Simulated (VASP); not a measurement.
# HfO2 (Fm-3m) in VASP: further runs

HfO2 is run at these levels: PBE; tasks: single point.

All numbers are computed with VASP 6.6.1; they aren't measurements. Logs are shortened: lines on timing, memory, paths and dates and some standing lists are left out, and cuts for length are marked.

## 1. The cell of the first run

Symmetry: Fm-3m, No. 225, cubic system. Conventional cell: a = 4.958 Å, b = 4.958 Å, c = 4.958 Å, α = 90.00°, β = 90.00°, γ = 90.00°. Within 2.8 Å of Hf (site symmetry m-3m) lie 8 O at 2.15 Å. Within 2.8 Å of O (site symmetry -43m) lie 4 Hf at 2.15 Å and 6 O at 2.48 Å.

## 2. Single point, PBE

Contents of INCAR:

```
PREC = Accurate ; ENCUT = 520
EDIFF = 1E-6 ; ISMEAR = 0
SIGMA = 0.05 ; LREAL = F
LASPH = T ; NELM = 80
ALGO = Normal ; ISIF = 2
LWAVE = F ; LCHARG = F
GGA = PE ; NBANDS = 18
```

Contents of KPOINTS:

```
regular mesh
0
Gamma
  8 8 8
```

Contents of POSCAR:

```
HfO2
1.0
    0.0000000000      2.4790516232      2.4790516232
    2.4790516232      0.0000000000      2.4790516232
    2.4790516232      2.4790516232      0.0000000000
Hf O
1 2
Direct
    0.0000000000      0.0000000000      0.0000000000
    0.2500000000      0.2500000000      0.2500000000
    0.7500000000      0.7500000000      0.7500000000
```

Potentials or basis: VASP PAW PBE potentials, release 64 (Hf_pv, O).

Command:

```bash
cat potpaw_PBE.64/Hf_pv/POTCAR potpaw_PBE.64/O/POTCAR > POTCAR
mpirun -np 1 vasp_std > vasp.out
```

OUTCAR:

```text
PREC = Accurate
   ENCUT = 520
   EDIFF = 1E-6
   ISMEAR = 0
   LREAL = F
   LASPH = T
   NELM = 80
   ISIF = 2
   GGA = PE

 ion  position               nearest neighbor table
   1  0.000  0.000  0.000-   3 2.15   3 2.15   3 2.15   2 2.15   3 2.15   2 2.15   2 2.15   2 2.15

   2  0.250  0.250  0.250-   1 2.15   1 2.15   1 2.15   1 2.15
   3  0.750  0.750  0.750-   1 2.15   1 2.15   1 2.15   1 2.15

  LATTYP: Found a face centered cubic cell.
 ALAT       =     4.9581032464

  Lattice vectors:

 A1 = (   0.0000000000,   2.4790516232,   2.4790516232)
 A2 = (   2.4790516232,   0.0000000000,   2.4790516232)
 A3 = (   2.4790516232,   2.4790516232,   0.0000000000)

Analysis of symmetry for initial positions (statically):
=====================================================================
 Subroutine PRICEL returns:
 Original cell was already a primitive cell.

 Routine SETGRP: Setting up the symmetry group for a
 face centered cubic supercell.

 Subroutine GETGRP returns: Found 48 space group operations
 (whereof 48 operations were pure point group operations)
 out of a pool of 48 trial point group operations.

The static configuration has the point symmetry O_h .

Analysis of symmetry for dynamics (positions and initial velocities):
=====================================================================
 Subroutine PRICEL returns:
 Original cell was already a primitive cell.

 Routine SETGRP: Setting up the symmetry group for a
 face centered cubic supercell.

 Subroutine GETGRP returns: Found 48 space group operations
 (whereof 48 operations were pure point group operations)
 out of a pool of 48 trial point group operations.

The dynamic configuration has the point symmetry O_h .

 Subroutine INISYM returns: Found 48 space group operations
 (whereof 48 operations are pure point group operations),
 and found     1 'primitive' translations

----------------------------------------------------------------------------------------

                                     Primitive cell

  volume of cell :      30.4710

  direct lattice vectors                    reciprocal lattice vectors
     0.000000000  2.479051623  2.479051623    -0.201690032  0.201690032  0.201690032
     2.479051623  0.000000000  2.479051623     0.201690032 -0.201690032  0.201690032
     2.479051623  2.479051623  0.000000000     0.201690032  0.201690032 -0.201690032

  length of vectors
     3.505908427  3.505908427  3.505908427     0.349337382  0.349337382  0.349337382

  position of ions in fractional coordinates (direct lattice)
     0.000000000  0.000000000  0.000000000
     0.250000000  0.250000000  0.250000000
     0.750000000  0.750000000  0.750000000

  ion indices of the primitive-cell ions
   primitive index   ion index
                 1           1
                 2           2
                 3           3

----------------------------------------------------------------------------------------

 KPOINTS: regular mesh

Automatic generation of k-mesh.
 Grid dimensions read from file:
 generate k-points for:    8    8    8

 Generating k-lattice:

  Cartesian coordinates                     Fractional coordinates (reciprocal lattice)
    -0.025211254  0.025211254  0.025211254     0.125000000  0.000000000  0.000000000
     0.025211254 -0.025211254  0.025211254     0.000000000  0.125000000  0.000000000
     0.025211254  0.025211254 -0.025211254     0.000000000  0.000000000  0.125000000

  Length of vectors
     0.043667173  0.043667173  0.043667173

  Shift w.r.t. Gamma in fractional coordinates (k-lattice)
     0.000000000  0.000000000  0.000000000

 Subroutine IBZKPT returns following result:
 ===========================================

 Found     29 irreducible k-points:

 Following reciprocal coordinates:
            Coordinates               Weight
  0.000000  0.000000  0.000000      1.000000
  0.125000  0.000000  0.000000      8.000000
  0.250000  0.000000  0.000000      8.000000
  0.375000  0.000000  0.000000      8.000000
  0.500000  0.000000  0.000000      4.000000
  0.125000  0.125000  0.000000      6.000000
[... 16 lines left out ...]
  0.500000  0.250000  0.125000     48.000000
 -0.375000  0.250000  0.125000     24.000000
 [... further k-points ...]
   k-points           NKPTS =     29   k-points in BZ     NKDIM =     29   number of bands    NBANDS=     18
   number of dos      NEDOS =    301   number of ions     NIONS =      3
   total plane-waves  NPLWV =  21952
   dimension x,y,z NGX =    28 NGY =   28 NGZ =   28
   dimension x,y,z NGXF=    56 NGYF=   56 NGZF=   56
   ions per type =               1   2
   NGX,Y,Z   is equivalent  to a cutoff of  13.28, 13.28, 13.28 a.u.
   NGXF,Y,Z  is equivalent  to a cutoff of  26.55, 26.55, 26.55 a.u.
 SYSTEM =  unknown system
   PREC   = accura    normal or accurate (medium, high low for compatibility)
   ISTART =      0    job   : 0-new  1-cont  2-samecut
   ICHARG =      2    charge: 1-file 2-atom 10-const
   ISPIN  =      1    spin polarized calculation?
   LNONCOLLINEAR =      F non collinear calculations
   LSORBIT =      F    spin-orbit coupling
   LASPH  =      T    aspherical Exc in radial PAW
   ENCUT  =  520.0 eV  38.22 Ry    6.18 a.u.   6.52  6.52  6.52*2*pi/ulx,y,z
   NELM   =     80;   NELMIN=  2; NELMDL= -5     # of ELM steps
   EDIFF  = 0.1E-05   stopping-criterion for ELM
   LREAL  =      F    real-space projection
   EDIFFG = 0.1E-04   stopping-criterion for IOM
   NSW    =      0    number of steps for IOM
   IBRION =     -1    ionic relax: 0-MD 1-quasi-New 2-CG
   NFREE  =      0    steps in history (QN), initial steepest desc. (CG)
   ISIF   =      2    stress and relaxation
   ISYM   =      2    0-nonsym 1-usesym 2-fastsym
   POTIM  = 0.5000    time-step for ionic-motion
   TEBEG  =    0.0;   TEEND  =   0.0 temperature during run
   PSTRESS=    0.0 pullay stress
   NELECT =      22.0000    total number of electrons
   NUPDOWN=      -1.0000    fix difference up-down
   EMIN   =  10.00;   EMAX   =-10.00  energy-range for DOS
   EFERMI =   0.00;   METHOD = LEGACY
   ISMEAR =     0;   SIGMA  =   0.05  broadening in eV -4-tet -1-fermi 0-gaus
   EFERMI_NEDOS =   21; number of points for ismear=-14 and -15
   IALGO  =     38    algorithm
   IMIX   =      4    mixing-type and parameters
     AMIX     =   0.40;   BMIX     =  1.00
     AMIX_MAG =   1.60;   BMIX_MAG =  1.00
  volume/ion in A,a.u.               =      10.16        68.54
  Fermi-wavevector in a.u.,A,eV,Ry     =   1.468656  2.775358 29.347102  2.156951
  Thomas-Fermi vector in A             =   2.584128
   LORBIT       =      0    0 simple, 1 ext, 2 COOP (PROOUT), +10 PAW based schemes
   GGA     = PE    functional components
   LHFCALC =     F    Hartree Fock is set to
   AEXX    =    0.0000 exact exchange contribution
   IVDW    =     0    specifies the selected vdW correction
   LEPSILON=     F    determine dielectric tensor
   LRPA    =     F    only Hartree local field effects (RPA)
 non-spin polarized calculation
 Gauss-broadening in eV      SIGMA  =   0.05
  energy-cutoff  :      520.00
  volume of cell :       30.47
 maximum number of plane-waves:       869
 NGX is ok and might be reduce to    28
   NGX = 13   NGY = 13   NGZ = 13

 number of electron      22.0000008 magnetization

 Free energy of the ion-electron system (eV)
  ---------------------------------------------------
  ext. energy  EPLUGINS =         0.00000000
  ---------------------------------------------------
  free energy    TOTEN  =       -30.11843104 eV

  energy without entropy =      -30.11843104  energy(sigma->0) =      -30.11843104

 E-fermi :   5.1750     XC(G=0): -12.2014

 val. band max:        4.8684242109   @ k =   0.5000   0.5000   0.0000
 cond. band min:       8.8503520419   @ k =   0.5000   0.5000   0.0000
 fundamental gap:      3.9819278310
 Fermi energy:         5.1749569466

 k-point     1 :       0.0000    0.0000    0.0000
  band No.  band energies     occupation
      1     -24.5141      2.00000
      2     -24.5141      2.00000
      3     -24.5141      2.00000
      4     -14.2933      2.00000
      5     -10.9152      2.00000
      6      -0.9004      2.00000
[... 10 lines left out ...]
     17      16.1622      0.00000
     18      18.8100      0.00000

 k-point     2 :       0.1250    0.0000    0.0000
  band No.  band energies     occupation
      1     -24.6083      2.00000
      2     -24.5239      2.00000
      3     -24.5239      2.00000
      4     -14.0460      2.00000
      5     -11.1144      2.00000
      6      -0.7365      2.00000
[... 10 lines left out ...]
     17      15.8530      0.00000
     18      18.7410      0.00000

 k-point     3 :       0.2500    0.0000    0.0000
  band No.  band energies     occupation
      1     -24.8237      2.00000
      2     -24.5476      2.00000
      3     -24.5476      2.00000
      4     -13.4777      2.00000
      5     -11.4932      2.00000
      6      -0.3349      2.00000
[... 10 lines left out ...]
     17      15.3126      0.00000
     18      18.2610      0.00000

 k-point     4 :       0.3750    0.0000    0.0000
  band No.  band energies     occupation
      1     -25.0245      2.00000
      2     -24.5711      2.00000
      3     -24.5711      2.00000
      4     -13.0462      2.00000
      5     -11.6380      2.00000
      6       0.0553      2.00000
[... 375 lines left out ...]
      4     -12.9737      2.00000
      5     -11.7928      2.00000
      6      -0.2976      2.00000
[... 10 lines left out ...]
     17      15.4314      0.00000
     18      18.6856      0.00000

 k-point    23 :       0.5000    0.2500    0.1250
  band No.  band energies     occupation
      1     -24.9861      2.00000
      2     -24.7217      2.00000
      3     -24.6049      2.00000
      4     -12.5675      2.00000
      5     -11.9084      2.00000
      6      -0.2957      2.00000
[... 10 lines left out ...]
     17      16.2305      0.00000
     18      18.6591      0.00000

 k-point    24 :      -0.3750    0.2500    0.1250
  band No.  band energies     occupation
      1     -25.0237      2.00000
      2     -24.7524      2.00000
      3     -24.6182      2.00000
      4     -12.5148      2.00000
      5     -11.8190      2.00000
      6      -0.2944      2.00000
[... 10 lines left out ...]
     17      16.3003      0.00000
     18      18.6711      0.00000

 [... further k-points ...]

------------------------ aborting loop because EDIFF is reached ----------------------------------------

  FORCE on cell =-STRESS in cart. coord.  units (eV):
  Direction    XX          YY          ZZ          XY          YZ          ZX
  --------------------------------------------------------------------------------------
  -------------------------------------------------------------------------------------
  Total        3.7972081      3.7972081      3.7972081      0.0000000     -0.0000000      0.0000000
  in kB      199.6587135    199.6587135    199.6587135      0.0000000     -0.0000000      0.0000000
  external PRESSURE =     199.6587135 kB  Pullay stress =       0.0000000 kB

 VOLUME and BASIS-vectors are now :
 -----------------------------------------------------------------------------
  energy-cutoff  :      520.00
  volume of cell :       30.47
      direct lattice vectors                 reciprocal lattice vectors
     0.000000000  2.479051623  2.479051623    -0.201690032  0.201690032  0.201690032
     2.479051623  0.000000000  2.479051623     0.201690032 -0.201690032  0.201690032
     2.479051623  2.479051623  0.000000000     0.201690032  0.201690032 -0.201690032

 POSITION                                       TOTAL-FORCE (eV/Angst)
 -----------------------------------------------------------------------------------
      0.00000      0.00000      0.00000         0.000000      0.000000      0.000000
      1.23953      1.23953      1.23953         0.000000      0.000000     -0.000000
      3.71858      3.71858      3.71858        -0.000000     -0.000000      0.000000
 -----------------------------------------------------------------------------------
    total drift:                                0.000000      0.000000      0.000000

  FREE ENERGIE OF THE ION-ELECTRON SYSTEM (eV)
  ---------------------------------------------------
  free  energy   TOTEN  =       -30.1184310438 eV

  energy  without entropy=      -30.1184310438  energy(sigma->0) =      -30.11843104
```

It took 15 s on 1 thread of AMD EPYC 7R13 (Zen 3), shared host; peak memory 0.13 GiB.

Results:

* Free energy: -30.1184 eV
* Pressure: 20.0 GPa
* Band gap on the k mesh: 3.98 eV, direct

Caveat: spin-orbit coupling is left out, which moves the levels of the heavy elements.

## 3. Single point, PBE

This run uses another cell than the first one, of 10.45 Å³/atom, 1.029 times its volume.

Contents of INCAR:

```
PREC = Accurate ; ENCUT = 520
EDIFF = 1E-6 ; ISMEAR = 0
SIGMA = 0.05 ; LREAL = False
LASPH = True ; NELM = 80
ALGO = Normal ; ISIF = 2
LWAVE = False ; LCHARG = True
GGA = PE ; LELF = True
LVHAR = True ; NBANDS = 18
```

KPOINTS is that of step 2.

Contents of POSCAR:

```
HfO2
1.0
    0.0000000000      2.5027436545      2.5027436545
    2.5027436545      0.0000000000      2.5027436545
    2.5027436545      2.5027436545      0.0000000000
Hf O
1 2
Direct
    0.0000000000      0.0000000000      0.0000000000
    0.2500000000      0.2500000000      0.2500000000
    0.7500000000      0.7500000000      0.7500000000
```

Potentials or basis: VASP PAW PBE potentials, release 64 (Hf_pv, O).

Command:

```bash
cat potpaw_PBE.64/Hf_pv/POTCAR potpaw_PBE.64/O/POTCAR > POTCAR
mpirun -np 1 vasp_std > vasp.out
```

It took 17 s on 1 thread of AMD EPYC 7R13 (Zen 3), shared host; peak memory 0.13 GiB.

Results (log left out):

| Item | Value |
| --- | --- |
| Free energy | -30.2043 eV |
| Pressure | 10.9 GPa |
| Band gap on the k mesh | 3.91 eV, direct |

Levels at points of the mesh, in eV from the valence-band top:
```csv
k point,band 7,band 8,band 9,band 10,band 11,band 12,band 13,band 14,band 15,band 16
"(0.00, 0.00, 0.00)",-5.58,-5.58,-0.63,-0.63,-0.63,3.97,3.97,6.15,10.92,10.92
"(0.50, 0.00, 0.00)",-4.51,-3.10,-2.81,-1.87,-1.87,4.75,4.75,7.36,9.19,9.80
"(0.50, 0.50, 0.00)",-3.55,-3.55,-1.59,-1.59,0.00,3.91,5.71,7.00,8.51,8.51
```

Caveat: spin-orbit coupling is left out, which moves the levels of the heavy elements.

## 4. Single point, PBE

This run uses another cell than the first one, of 10.75 Å³/atom, 1.058 times its volume.

Contents of INCAR:

```
  PREC = Accurate
  ENCUT = 520
  EDIFF = 1E-6
  ISMEAR = 0
  SIGMA = 0.05
  LREAL = F
  LASPH = T
  NELM = 80
  ALGO = Normal
  ISIF = 2
  LWAVE = F
  LCHARG = F
  GGA = PE
  NBANDS = 18
```

Contents of KPOINTS:

```
Automatic mesh
0
Gamma
  8 8 8
```

Contents of POSCAR:

```
HfO2
1.0
    0.0000000000      2.5260737844      2.5260737844
    2.5260737844      0.0000000000      2.5260737844
    2.5260737844      2.5260737844      0.0000000000
Hf O
1 2
Direct
    0.0000000000      0.0000000000      0.0000000000
    0.2500000000      0.2500000000      0.2500000000
    0.7500000000      0.7500000000      0.7500000000
```

Command:

```bash
cat potpaw_PBE.64/Hf_pv/POTCAR potpaw_PBE.64/O/POTCAR > POTCAR
mpirun -np 1 vasp_std > vasp.out
```

Run time: 16 s. Hardware: 1 thread of AMD EPYC 7R13 (Zen 3), shared host; peak memory 0.13 GiB.

Results (log left out):

| Property | Result |
| --- | --- |
| Free energy | -30.2439 eV |
| Pressure | 3.1 GPa |
| Band gap on the k mesh | 3.83 eV, direct |

Levels at points of the mesh, in eV from the valence-band top:
```
           k point  band 9  band 10  band 11  band 12  band 13  band 14
(0.00, 0.00, 0.00)   -0.61    -0.61    -0.61     3.91     3.91     5.92
(0.50, 0.00, 0.00)   -2.75    -1.84    -1.84     4.65     4.65     7.09
(0.50, 0.50, 0.00)   -1.54    -1.54     0.00     3.83     5.56     6.73
```

Caveat: spin-orbit coupling is left out, which moves the levels of the heavy elements. PBE gaps usually lie below the measured ones, often by a third to a half.

## 5. The runs side by side

| cell | gap on the mesh (eV) | pressure (GPa) |
| --- | --- | --- |
| a = 3.506 Å, angles 60.0°, 3 atoms | 3.98 | 20.0 |
| a = 3.539 Å, angles 60.0°, 3 atoms | 3.91 | 10.9 |
| a = 3.572 Å, angles 60.0°, 3 atoms | 3.83 | 3.1 |

Alike in all rows: task single point; level PBE; potentials or basis VASP PAW PBE potentials, release 64 (Hf_pv, O); no spin polarisation; k mesh 8 × 8 × 8; cutoff (eV) 520; smearing gaussian 0.05 eV.

Caveats: spin-orbit coupling is left out, which moves the levels of the heavy elements.

Total energies depend on the potentials used, so only differences within one code and one set of settings carry meaning.
